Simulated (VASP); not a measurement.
Write the native input for VASP 6.6.1 that does the following.

- Task: single point
- Functional: PBEsol
- Potentials or basis: VASP PAW PBE potentials, release 64 (Fe_sv, O)
- Cutoff: 700 eV
- k mesh: 12 × 12 × 12
- Occupations: fermi-dirac, width 0.05 eV
- Spin: no spin polarisation
- Dipole correction: no
- Further INCAR settings: ALGO = Normal; EDIFF = 1e-06; NBANDS = 18

The structure of FeO lies in POSCAR:

```
FeO
1.0
   -1.6021034130      1.6021034130      2.0833922500
    1.6021034130     -1.6021034130      2.0833922500
    1.6021034130      1.6021034130     -2.0833922500
Fe O
1 1
Direct
    0.0000000000      0.0000000000      0.0000000000
    0.5000000000      0.5000000000      0.0000000000
```

The input as run:

INCAR

```
ALGO = Normal ; EDIFF = 1E-6
ENCUT = 700 ; GGA = PS
GGA_COMPAT = F ; ISIF = 2
ISMEAR = -1 ; LASPH = T
LCHARG = F ; LREAL = F
LWAVE = F ; NBANDS = 18
NELM = 120 ; PREC = Accurate
SIGMA = 0.05
```

KPOINTS

```
k-points
0
Gamma
  12 12 12
```

Potentials or basis: VASP PAW PBE potentials, release 64 (Fe_sv, O).

The run is started by

```console
$ cat potpaw_PBE.64/Fe_sv/POTCAR potpaw_PBE.64/O/POTCAR > POTCAR
$ mpirun -np 1 vasp_std > vasp.out
```

It gave:

The pressure is -37.9 GPa. The band gap on the k mesh is zero (bands 11 and 12 overlap by 0.90 eV).

Caveat: the cell stands under tension; the PAW data sets were made with another functional, which shifts forces and pressure a little; the run has no spin polarisation, though such a crystal can be magnetic; semilocal functionals often make such compounds metallic where correlation or magnetic order opens a gap, which also shifts bond lengths.

Run time: 59 s on 1 thread of Intel(R) Xeon(R) Platinum 8488C (Sapphire Rapids), on a shared host, peak memory 0.22 GiB.
